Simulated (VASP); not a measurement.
## P: single point with PBEsol

The system is P.

```
P
1.0
    -1.52687    1.52687    1.52687
     1.52687   -1.52687    1.52687
     1.52687    1.52687   -1.52687
P
1
Cartesian
  0.0000 0.0000 0.0000
```

This cell differs from its parent crystal: volume scaled by 1.04.

```json
{
 "Program": "VASP 6.6.1",
 "Task": "single point",
 "Functional": "PBEsol",
 "Potentials or basis": "VASP PAW PBE potentials, release 64 (P)",
 "Cutoff": "520 eV",
 "k mesh": "16 × 16 × 16",
 "Occupations": "fermi-dirac, width 0.1 eV",
 "Spin": "no spin polarisation",
 "Dipole correction": "no",
 "Further INCAR settings": "ALGO = Normal; EDIFF = 1e-07; NBANDS = 8"
}
```

```json
{"Pressure": "-3.9 GPa"}
```

Levels at points of the mesh, in eV from the Fermi level:
```tsv
k point	band 1	band 2	band 3	band 4	band 5	band 6	band 7
(0.00, 0.00, 0.00)	-16.44	7.19	7.19	7.19	12.05	12.05	12.05
(0.50, 0.00, 0.00)	-9.96	-7.89	2.47	5.27	7.38	8.21	19.48
(0.50, 0.50, 0.50)	-4.15	-2.60	-2.60	-2.60	2.36	2.36	23.66
```

It took 6.6 s on 1 thread of Intel(R) Xeon(R) Platinum 8488C (Sapphire Rapids), with other jobs on the host, peak memory 0.13 GiB.

Caveat: the PAW data sets were made with another functional, which shifts forces and pressure a little.
